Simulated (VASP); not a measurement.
# Ti (Im-3m) in VASP: notebook

Runs on Ti. Level: PBEsol. Tasks: single point, relaxation of cell and atoms.

All numbers are computed with VASP 6.6.1; they aren't measurements. Logs are shortened: lines on timing, memory, paths and dates and some standing lists are left out, and cuts for length are marked.

**1. The cell of the first run**

It takes space group Im-3m (No. 229, cubic). Conventional cell: a = 3.210 Å, b = 3.210 Å, c = 3.210 Å, α = 90.00°, β = 90.00°, γ = 90.00°. Within 3.7 Å of Ti (site symmetry m-3m) lie 14 Ti at 2.78 to 3.21 Å.

**2. Single point, PBEsol**

The input, INCAR:

```
SYSTEM = Ti
PREC     = Accurate       ! precision mode
ENCUT    = 520            ! plane-wave cutoff, eV
EDIFF    = 1E-7           ! SCF threshold, eV
ISMEAR   = 0              ! smearing method
SIGMA    = 0.15           ! smearing width, eV
LREAL    = .FALSE.        ! projectors in reciprocal space
LASPH    = .TRUE.         ! aspherical terms in the spheres
NELM     = 60             ! most SCF steps
ALGO     = Fast           ! electronic algorithm
ISIF     = 2              ! what is computed and relaxed
LWAVE    = .FALSE.        ! write WAVECAR
LCHARG   = .FALSE.        ! write CHGCAR
GGA      = PS             ! functional
NBANDS   = 19             ! bands
```

The input, KPOINTS:

```
Automatic mesh
0
G
  18 18 18
  0 0 0
```

The input, POSCAR:

```
Ti
1.0
    0.0000000000     -3.2102321259      0.0000000000
   -3.2102321259      0.0000000000      0.0000000000
    0.0000000000      0.0000000000     -3.2102321259
Ti
2
Direct
    0.5000000000      0.5000000000      0.5000000000
    0.0000000000      0.0000000000      0.0000000000
```

Potentials or basis: VASP PAW PBE potentials, release 64 (Ti_sv).

On the command line:

```sh
$ cat potpaw_PBE.64/Ti_sv/POTCAR > POTCAR
$ mpirun -np 1 vasp_std > vasp.out
```

OUTCAR:

```text
SYSTEM = Ti
   PREC = Accurate
   ENCUT = 520
   EDIFF = 1E-7
   ISMEAR = 0
   LREAL = .FALSE.
   LASPH = .TRUE.
   NELM = 60
   ISIF = 2
   GGA = PS

 ion  position               nearest neighbor table
   1  0.500  0.500  0.500-   2 2.78   2 2.78   2 2.78   2 2.78   2 2.78   2 2.78   2 2.78   2 2.78

   2  0.000  0.000  0.000-   1 2.78   1 2.78   1 2.78   1 2.78   1 2.78   1 2.78   1 2.78   1 2.78

  LATTYP: Found a simple cubic cell.
 ALAT       =     3.2102321259

  Lattice vectors:

 A1 = (   0.0000000000,  -3.2102321259,   0.0000000000)
 A2 = (  -3.2102321259,   0.0000000000,   0.0000000000)
 A3 = (   0.0000000000,   0.0000000000,  -3.2102321259)

Analysis of symmetry for initial positions (statically):
=====================================================================
 Subroutine PRICEL returns following result:

  LATTYP: Found a body centered cubic cell.
 ALAT       =     3.2102321259

  Lattice vectors:

 A1 = (  -1.6051160630,  -1.6051160630,   1.6051160629)
 A2 = (  -1.6051160629,   1.6051160630,  -1.6051160629)
 A3 = (   1.6051160629,  -1.6051160630,  -1.6051160630)

   2 primitive cells build up your supercell.

 Routine SETGRP: Setting up the symmetry group for a
 simple cubic supercell.

 Subroutine GETGRP returns: Found 48 space group operations
 (whereof 48 operations were pure point group operations)
 out of a pool of 48 trial point group operations.

The static configuration has the point symmetry O_h .

Analysis of symmetry for dynamics (positions and initial velocities):
=====================================================================
 Subroutine PRICEL returns following result:

  LATTYP: Found a body centered cubic cell.
 ALAT       =     3.2102321259

  Lattice vectors:

 A1 = (  -1.6051160630,  -1.6051160630,   1.6051160629)
 A2 = (  -1.6051160629,   1.6051160630,  -1.6051160629)
 A3 = (   1.6051160629,  -1.6051160630,  -1.6051160630)

   2 primitive cells build up your supercell.

 Routine SETGRP: Setting up the symmetry group for a
 simple cubic supercell.

 Subroutine GETGRP returns: Found 48 space group operations
 (whereof 48 operations were pure point group operations)
 out of a pool of 48 trial point group operations.

The dynamic configuration has the point symmetry O_h .

 Subroutine INISYM returns: Found 48 space group operations
 (whereof 48 operations are pure point group operations),
 and found     2 'primitive' translations

----------------------------------------------------------------------------------------

                                     Primitive cell

  volume of cell :      16.5417

  direct lattice vectors                    reciprocal lattice vectors
    -1.605116063 -1.605116063  1.605116063    -0.311503954 -0.311503954  0.000000000
    -1.605116063  1.605116063 -1.605116063    -0.311503954  0.000000000 -0.311503954
     1.605116063 -1.605116063 -1.605116063     0.000000000 -0.311503954 -0.311503954

  length of vectors
     2.780142573  2.780142573  2.780142573     0.440533116  0.440533116  0.440533116

  position of ions in fractional coordinates (direct lattice)
     1.000000000  1.000000000  1.000000000

  ion indices of the primitive-cell ions
   primitive index   ion index
                 1           1

----------------------------------------------------------------------------------------

 KPOINTS: Automatic mesh

Automatic generation of k-mesh.
 Grid dimensions read from file:
 generate k-points for:   18   18   18

 Generating k-lattice:

  Cartesian coordinates                     Fractional coordinates (reciprocal lattice)
     0.000000000 -0.017305775  0.000000000     0.055555556  0.000000000  0.000000000
    -0.017305775  0.000000000  0.000000000     0.000000000  0.055555556  0.000000000
     0.000000000  0.000000000 -0.017305775     0.000000000  0.000000000  0.055555556

  Length of vectors
     0.017305775  0.017305775  0.017305775

  Shift w.r.t. Gamma in fractional coordinates (k-lattice)
     0.000000000  0.000000000  0.000000000

 Subroutine IBZKPT returns following result:
 ===========================================

 Found    220 irreducible k-points:

 Following reciprocal coordinates:
            Coordinates               Weight
  0.000000  0.000000  0.000000      1.000000
  0.055556  0.000000  0.000000      6.000000
  0.111111  0.000000  0.000000      6.000000
  0.166667  0.000000  0.000000      6.000000
  0.222222  0.000000  0.000000      6.000000
  0.277778  0.000000  0.000000      6.000000
[... 16 lines left out ...]
  0.277778  0.111111  0.000000     24.000000
  0.333333  0.111111  0.000000     24.000000
 [... further k-points ...]
   k-points           NKPTS =    220   k-points in BZ     NKDIM =    220   number of bands    NBANDS=     19
   number of dos      NEDOS =    301   number of ions     NIONS =      2
   total plane-waves  NPLWV =  13824
   dimension x,y,z NGX =    24 NGY =   24 NGZ =   24
   dimension x,y,z NGXF=    48 NGYF=   48 NGZF=   48
   ions per type =               2
   NGX,Y,Z   is equivalent  to a cutoff of  12.43, 12.43, 12.43 a.u.
   NGXF,Y,Z  is equivalent  to a cutoff of  24.86, 24.86, 24.86 a.u.
 SYSTEM =  Ti
   PREC   = accura    normal or accurate (medium, high low for compatibility)
   ISTART =      0    job   : 0-new  1-cont  2-samecut
   ICHARG =      2    charge: 1-file 2-atom 10-const
   ISPIN  =      1    spin polarized calculation?
   LNONCOLLINEAR =      F non collinear calculations
   LSORBIT =      F    spin-orbit coupling
   LASPH  =      T    aspherical Exc in radial PAW
   ENCUT  =  520.0 eV  38.22 Ry    6.18 a.u.   5.97  5.97  5.97*2*pi/ulx,y,z
   NELM   =     60;   NELMIN=  2; NELMDL= -5     # of ELM steps
   EDIFF  = 0.1E-06   stopping-criterion for ELM
   LREAL  =      F    real-space projection
   EDIFFG = 0.1E-05   stopping-criterion for IOM
   NSW    =      0    number of steps for IOM
   IBRION =     -1    ionic relax: 0-MD 1-quasi-New 2-CG
   NFREE  =      0    steps in history (QN), initial steepest desc. (CG)
   ISIF   =      2    stress and relaxation
   ISYM   =      2    0-nonsym 1-usesym 2-fastsym
   POTIM  = 0.5000    time-step for ionic-motion
   TEBEG  =    0.0;   TEEND  =   0.0 temperature during run
   PSTRESS=    0.0 pullay stress
   NELECT =      24.0000    total number of electrons
   NUPDOWN=      -1.0000    fix difference up-down
   EMIN   =  10.00;   EMAX   =-10.00  energy-range for DOS
   EFERMI =   0.00;   METHOD = LEGACY
   ISMEAR =     0;   SIGMA  =   0.15  broadening in eV -4-tet -1-fermi 0-gaus
   EFERMI_NEDOS =   21; number of points for ismear=-14 and -15
   IALGO  =     68    algorithm
   IMIX   =      4    mixing-type and parameters
     AMIX     =   0.40;   BMIX     =  1.00
     AMIX_MAG =   1.60;   BMIX_MAG =  1.00
  volume/ion in A,a.u.               =      16.54       111.63
  Fermi-wavevector in a.u.,A,eV,Ry     =   1.470987  2.779762 29.440320  2.163802
  Thomas-Fermi vector in A             =   2.586177
   LORBIT       =      0    0 simple, 1 ext, 2 COOP (PROOUT), +10 PAW based schemes
   GGA     = PS    functional components
   LHFCALC =     F    Hartree Fock is set to
   AEXX    =    0.0000 exact exchange contribution
   IVDW    =     0    specifies the selected vdW correction
   LEPSILON=     F    determine dielectric tensor
   LRPA    =     F    only Hartree local field effects (RPA)
 non-spin polarized calculation
 RMM-DIIS sequential band-by-band and
 Gauss-broadening in eV      SIGMA  =   0.15
  energy-cutoff  :      520.00
  volume of cell :       33.08
 maximum number of plane-waves:       912
 NGX is ok and might be reduce to    24

 number of electron      23.9999993 magnetization

 Free energy of the ion-electron system (eV)
  ---------------------------------------------------
  ext. energy  EPLUGINS =         0.00000000
  ---------------------------------------------------
  free energy    TOTEN  =       -16.49541596 eV

  energy without entropy =      -16.44708010  energy(sigma->0) =      -16.47124803

 E-fermi :   8.4690     XC(G=0): -11.8664

 val. band max:        8.4668489332   @ k =   0.5000   0.0000   0.0000
 cond. band min:       8.4703648863   @ k =   0.5000   0.3333   0.2222
 fundamental gap:      0.0035159532
 Fermi energy:         8.4689688886

 k-point     1 :       0.0000    0.0000    0.0000
  band No.  band energies     occupation
      1     -47.7311      2.00000
      2     -47.4549      2.00000
      3     -24.1632      2.00000
      4     -24.1632      2.00000
      5     -24.1632      2.00000
      6     -23.6194      2.00000
[... 11 lines left out ...]
     18      12.6533      0.00000
     19      12.6533      0.00000

 k-point     2 :       0.0556    0.0000    0.0000
  band No.  band energies     occupation
      1     -47.7287      2.00000
      2     -47.4566      2.00000
      3     -24.1636      2.00000
      4     -24.1589      2.00000
      5     -24.1589      2.00000
      6     -23.6283      2.00000
[... 11 lines left out ...]
     18      12.5405      0.00000
     19      12.6255      0.00000

 k-point     3 :       0.1111    0.0000    0.0000
  band No.  band energies     occupation
      1     -47.7215      2.00000
      2     -47.4618      2.00000
      3     -24.1644      2.00000
      4     -24.1459      2.00000
      5     -24.1459      2.00000
      6     -23.6543      2.00000
[... 11 lines left out ...]
     18      12.2461      0.00000
     19      12.5433      0.00000

 k-point     4 :       0.1667    0.0000    0.0000
  band No.  band energies     occupation
      1     -47.7097      2.00000
      2     -47.4704      2.00000
      3     -24.1646      2.00000
      4     -24.1248      2.00000
      5     -24.1248      2.00000
      6     -23.6952      2.00000
[... 407 lines left out ...]
     18      11.5671      0.00000
     19      12.5690      0.00000

 k-point    23 :       0.2778    0.1111    0.0000
  band No.  band energies     occupation
      1     -47.6682      2.00000
      2     -47.5010      2.00000
      3     -24.2142      2.00000
      4     -24.0493      2.00000
      5     -23.9959      2.00000
      6     -23.8915      2.00000
[... 11 lines left out ...]
     18      11.6997      0.00000
     19      12.4033      0.00000

 k-point    24 :       0.3333    0.1111    0.0000
  band No.  band energies     occupation
      1     -47.6477      2.00000
      2     -47.5176      2.00000
      3     -24.2068      2.00000
      4     -24.0114      2.00000
      5     -23.9565      2.00000
      6     -23.9533      2.00000
[... 11 lines left out ...]
     18      11.8356      0.00000
     19      12.1922      0.00000

 [... further k-points ...]
[... 5 lines left out ...]
  --------------------------------------------------------------------------------------
  -------------------------------------------------------------------------------------
  Total       -0.0807302     -0.0807302     -0.0807302     -0.0000000     -0.0000000      0.0000000
  in kB       -3.9096452     -3.9096452     -3.9096452     -0.0000000     -0.0000000      0.0000000
  external PRESSURE =      -3.9096452 kB  Pullay stress =       0.0000000 kB

 VOLUME and BASIS-vectors are now :
 -----------------------------------------------------------------------------
  energy-cutoff  :      520.00
  volume of cell :       33.08
      direct lattice vectors                 reciprocal lattice vectors
     0.000000000 -3.210232126  0.000000000     0.000000000 -0.311503954  0.000000000
    -3.210232126  0.000000000  0.000000000    -0.311503954  0.000000000  0.000000000
     0.000000000  0.000000000 -3.210232126     0.000000000  0.000000000 -0.311503954

 POSITION                                       TOTAL-FORCE (eV/Angst)
 -----------------------------------------------------------------------------------
     -1.60512     -1.60512     -1.60512         0.000000     -0.000000     -0.000000
      0.00000      0.00000      0.00000        -0.000000      0.000000      0.000000
 -----------------------------------------------------------------------------------
    total drift:                               -0.000000     -0.000000      0.000000

  FREE ENERGIE OF THE ION-ELECTRON SYSTEM (eV)
  ---------------------------------------------------
  free  energy   TOTEN  =       -16.4954159584 eV

  energy  without entropy=      -16.4470801048  energy(sigma->0) =      -16.47124803
```

Run time: 1.9 min. Hardware: 1 thread of Intel Xeon 6975P-C (Granite Rapids), shared host; peak memory 0.22 GiB.

What came out:

- Free energy: -16.4954 eV
- Pressure: -0.4 GPa
- Band gap on the k mesh: zero (band 12 reaches 9.50 eV, above the bottom of band 13 at 7.84 eV)

Levels at points of the mesh, in eV from the Fermi level:
| k point | band 8 | band 9 | band 10 | band 11 | band 12 | band 13 | band 14 | band 15 | band 16 | band 17 |
| --- | --- | --- | --- | --- | --- | --- | --- | --- | --- | --- |
| (0.00, 0.00, 0.00) | -32.09 | -6.05 | -2.27 | -2.27 | 1.03 | 1.03 | 1.03 | 2.91 | 2.91 | 4.18 |
| (0.50, 0.00, 0.00) | -32.35 | -2.64 | -2.64 | 0.00 | 0.00 | 1.36 | 1.36 | 1.36 | 1.36 | 2.49 |
| (0.50, 0.50, 0.00) | -32.09 | -2.58 | -2.58 | -0.45 | -0.45 | 1.31 | 1.31 | 2.91 | 2.91 | 3.28 |
| (0.50, 0.50, 0.50) | -32.48 | -0.62 | -0.62 | -0.62 | -0.62 | -0.62 | -0.62 | 3.35 | 3.35 | 3.35 |

Caveat: the PAW data sets were made with another functional, which shifts forces and pressure a little.

**3. Single point, PBEsol**

This run uses another cell than the first one: it holds 1 atom, not 2.

The input, INCAR:

```
PREC = Accurate
ENCUT = 520
EDIFF = 1E-6
ISMEAR = 0
SIGMA = 0.15
LREAL = F
LASPH = T
NELM = 60
ALGO = Fast
ISIF = 2
LWAVE = F
LCHARG = F
GGA = PS
NBANDS = 12
```

The input, KPOINTS:

```
Automatic mesh
0
Gamma
  26 26 26
```

The input, POSCAR:

```
Ti
1.0
   -1.6051160630      1.6051160630      1.6051160630
    1.6051160630     -1.6051160630      1.6051160630
    1.6051160630      1.6051160630     -1.6051160630
Ti
1
Direct
    0.0000000000      0.0000000000      0.0000000000
```

Potentials or basis: VASP PAW PBE potentials, release 64 (Ti_sv).

On the command line:

```sh
$ cat potpaw_PBE.64/Ti_sv/POTCAR > POTCAR
$ mpirun -np 1 vasp_std > vasp.out
```

Run time: 63 s. Hardware: 1 thread of Intel Xeon 6975P-C (Granite Rapids), shared host; peak memory 0.22 GiB.

Results (log left out):

| Property | Result |
| --- | --- |
| Free energy | -8.2477 eV |
| Pressure | -0.2 GPa |
| Band gap on the k mesh | zero (band 6 reaches 9.50 eV, above the bottom of band 7 at 7.79 eV) |

Levels at points of the mesh, in eV from the Fermi level:
```csv
k point,band 4,band 5,band 6,band 7,band 8,band 9
"(0.00, 0.00, 0.00)",-32.09,-6.05,1.03,1.03,1.03,2.91
"(0.50, 0.00, 0.00)",-32.10,-2.58,-0.45,1.31,2.91,3.28
"(0.50, 0.50, 0.50)",-32.63,-2.27,-2.27,4.18,4.18,4.18
```

Caveat: the PAW data sets were made with another functional, which shifts forces and pressure a little.

(Part 1 of 2 ends here.)
